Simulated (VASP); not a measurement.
The system is InAs.

```
CELL_PARAMETERS angstrom
0.00000 3.01800 3.01800
3.01800 0.00000 3.01800
3.01800 3.01800 0.00000
ATOMIC_POSITIONS crystal
In 0.00000 0.00000 0.00000
As 0.75000 0.75000 0.75000
```

- Program: VASP 6.6.1
- Task: relaxation of cell and atoms
- Functional: RPBE
- Dispersion: D4
- Potentials or basis: VASP PAW PBE potentials, release 64 (In_d, As)
- Cutoff: 600 eV
- k mesh: 8 × 8 × 8
- Occupations: fermi-dirac, width 0.05 eV
- Spin: no spin polarisation

At the start: pressure 2.0 GPa; volume 27.49 Å³/atom.

Q: Where does the relaxation end?

A: Over 3 steps the energy falls by 5.8 meV/atom and the volume is 28.45 Å³/atom (+3.5 %); space group F-43m (No. 216, to 0.1 Å) before and after.

Step by step:
| step | energy change (eV) | largest force (eV/Å) | pressure (GPa) | volume (Å³) |
| --- | --- | --- | --- | --- |
| 1 | 0.0000 | 0.0000 | 2.01 | 54.98 |
| 2 | -0.0095 | 0.0000 | -0.78 | 57.76 |
| 3 | -0.0116 | 0.0000 | 0.02 | 56.90 |

Final structure:
```
CELL_PARAMETERS angstrom
0.00000 3.05279 3.05279
3.05279 0.00000 3.05279
3.05279 3.05279 0.00000
ATOMIC_POSITIONS crystal
In 0.00000 0.00000 0.00000
As 0.75000 0.75000 0.75000
```

Caveat: the PAW data sets were made with another functional, which shifts forces and pressure a little.
